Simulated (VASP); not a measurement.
Runs of VASP 6.6.1 on InSb. The structure is that of space group R-3m (No. 166), or close to it. The cells are those of the table. 

```tsv
cell	gap on the mesh (eV)	pressure (GPa)
a = 4.248 Å, angles 63.2°, 2 atoms	none	-2.8
a = 4.652 Å, angles 52.2°, 2 atoms	none	-2.8
a = 5.475 Å, angles 38.9°, 2 atoms	none	-3.6
a = 4.465 Å, angles 56.6°, 2 atoms	none	(a)
a = 4.142 Å, angles 67.3°, 2 atoms	none	-2.9
```

Alike in all rows: task single point; level PBEsol; potentials or basis VASP PAW PBE potentials, release 64 (In_d, Sb); no spin polarisation; k mesh 16 × 16 × 16; cutoff (eV) 520; smearing gaussian 0.15 eV.

**Question.** Estimate the missing entries.

**Answer.** (a) -2.7.

Caveats: the PAW data sets were made with another functional, which shifts forces and pressure a little; spin-orbit coupling is left out, which moves the levels of the heavy elements.

A k mesh can miss the band edges, and the runs leave out spin-orbit coupling on In, Sb.

A gap of «none» marks levels without a gap at the run's occupations.
